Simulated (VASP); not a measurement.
A run of VASP 6.6.1:

Contents of INCAR:

```
ALGO = Normal ; EDIFF = 1E-6
ENCUT = 520 ; GGA = PE
ISIF = 2 ; ISMEAR = -1
LASPH = T ; LCHARG = F
LREAL = Auto ; LWAVE = F
NBANDS = 86 ; NELM = 80
PREC = Accurate ; SIGMA = 0.02
```

KPOINTS

```
k-points
0
Gamma
  8 8 2
```

POSCAR

```
ZnS
1.0
    3.8050880673      0.0000000000      0.0000000000
   -1.9025440336      3.2953029299      0.0000000000
    0.0000000000      0.0000000000     24.9159345000
Zn S
8 8
Direct
    0.3333333333      0.6666666667      0.1251184100
    0.0000000000      0.0000000000      0.0001589700
    0.6666666667      0.3333333333      0.6250474700
    0.6666666667      0.3333333333      0.8751387000
    0.0000000000      0.0000000000      0.7500222700
    0.3333333333      0.6666666667      0.5000781600
    0.0000000000      0.0000000000      0.3750879400
    0.6666666667      0.3333333333      0.2501284900
    0.6666666667      0.3333333333      0.3437219900
    0.6666666667      0.3333333333      0.7185811600
    0.3333333333      0.6666666667      0.2187340500
    0.0000000000      0.0000000000      0.8436723900
    0.6666666667      0.3333333333      0.9688127500
    0.0000000000      0.0000000000      0.0937260600
    0.3333333333      0.6666666667      0.5936859800
    0.0000000000      0.0000000000      0.4686862100
```

Potentials or basis: VASP PAW PBE potentials, release 64 (Zn, S).

The run is started by

```sh
$ cat potpaw_PBE.64/Zn/POTCAR potpaw_PBE.64/S/POTCAR > POTCAR
$ mpirun -np 1 vasp_std > vasp.out
```

Hardware: 1 thread of Intel(R) Xeon(R) Platinum 8259CL CPU @ 2.50GHz (Skylake/Cascade Lake) (shared host).

Problem. How long does it take, and how much memory?

Solution. Run time: 25 min on 1 thread of Intel(R) Xeon(R) Platinum 8259CL CPU @ 2.50GHz (Skylake/Cascade Lake), on a shared host, peak memory 0.57 GiB. Counts: scf iterations 28, k points 20.
